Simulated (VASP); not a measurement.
A run of VASP 6.6.1 is set up as follows.

The input INCAR:

```
PREC = Accurate
ENCUT = 520
EDIFF = 1E-6
ISMEAR = -1
SIGMA = 0.05
LREAL = F
LASPH = T
NELM = 60
ALGO = Normal
ISIF = 2
LWAVE = F
LCHARG = F
NBANDS = 19
```

The input KPOINTS:

```
Automatic mesh
0
Gamma
  8 8 8
```

Contents of POSCAR:

```
HfGe
1.0
    3.2744683613      0.0000000000      0.0000000000
    0.0000000000      3.2744683613      0.0000000000
    0.0000000000      0.0000000000      3.2744683613
Hf Ge
1 1
Direct
    0.0000000000      0.0000000000      0.0000000000
    0.5000000000      0.5000000000      0.5000000000
```

Potentials or basis: VASP PAW LDA potentials, release 64 (Hf_pv, Ge_d).

Launch:

```sh
$ cat potpaw_LDA.64/Hf_pv/POTCAR potpaw_LDA.64/Ge_d/POTCAR > POTCAR
$ mpirun -np 1 vasp_std > vasp.out
```

Q: Predict the band gap on the k mesh.

A: Zero (band 12 reaches 9.02 eV, above the bottom of band 13 at 6.38 eV).

Q: Predict the pressure.

A: 0.1 GPa.

Caveat: spin-orbit coupling is left out, which moves the levels of the heavy elements.
